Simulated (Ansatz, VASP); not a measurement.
## B in VASP and in Ansatz

```xyz
1
Lattice="-1.1461 1.1461 1.1461 1.1461 -1.1461 1.1461 1.1461 1.1461 -1.1461" Properties=species:S:1:pos:R:3 pbc="T T T"
B     0.0000    0.0000    0.0000
```

Change from the starting cell: volume scaled by 0.98, PAW files.

Alike in both runs: task electric field gradients; functional PBE; k mesh 18 × 18 × 18; occupations fermi-dirac, width 0.08 eV; no spin polarisation.

```csv
,VASP,Ansatz
version,VASP 6.6.1,Ansatz 0.2.0
potentials or method,"VASP PAW PBE potentials, release 64 (B)","PAW with Ansatz's default frozen-core files, scalar-relativistic"
plane-wave cutoff (eV),520,420
valence electrons in the cell,3,3
```

Ansatz gave:

- pressure (GPa): 4.9

Task: What did VASP give for the same quantities?

Result: Pressure (GPa): 4.8.
